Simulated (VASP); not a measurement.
The system is TiPt3.

```
Ti Pt
1.0
     3.90978    0.00000    0.00000
     0.00000    3.90978    0.00000
     0.00000    0.00000    3.90978
Ti Pt
1 3
Cartesian
  0.0000 0.0000 0.0000
  0.0000 1.9549 1.9549
  1.9549 0.0000 1.9549
  1.9549 1.9549 0.0000
```

- Program: VASP 6.6.1
- Task: relaxation of cell and atoms
- Functional: PBE
- Potentials or basis: VASP PAW PBE potentials, release 64 (Ti_sv, Pt)
- Cutoff: 600 eV
- k mesh: 5 × 5 × 5
- Occupations: fermi-dirac, width 0.1 eV
- Spin: no spin polarisation

At the start: pressure 7.0 GPa; volume 14.94 Å³/atom.

**Question.** How do energy, volume and symmetry change on relaxing?

**Answer.** Over 4 steps the energy falls by 8.9 meV/atom and the volume is 15.36 Å³/atom (+2.8 %); space group Pm-3m (No. 221, to 0.05 Å).

Step by step:
```csv
step,energy change (eV),largest force (eV/Å),pressure (GPa),volume (Å³)
1,0.0000,0.0000,7.03,59.77
2,0.1475,0.0000,-13.13,65.62
3,-0.0358,0.0000,-0.15,61.49
4,-0.0358,0.0000,-0.02,61.45
```

Final structure:
```cif
data_structure
_symmetry_space_group_name_H-M 'P 1'
_symmetry_Int_Tables_number 1
_cell_length_a 3.9461
_cell_length_b 3.9461
_cell_length_c 3.9461
_cell_angle_alpha 90.000
_cell_angle_beta 90.000
_cell_angle_gamma 90.000
_cell_volume 61.45
loop_
_atom_site_label
_atom_site_type_symbol
_atom_site_fract_x
_atom_site_fract_y
_atom_site_fract_z
_atom_site_occupancy
Ti1 Ti 0.00000 0.00000 0.00000 1
Pt1 Pt 0.00000 0.50000 0.50000 1
Pt2 Pt 0.50000 0.00000 0.50000 1
Pt3 Pt 0.50000 0.50000 0.00000 1
```
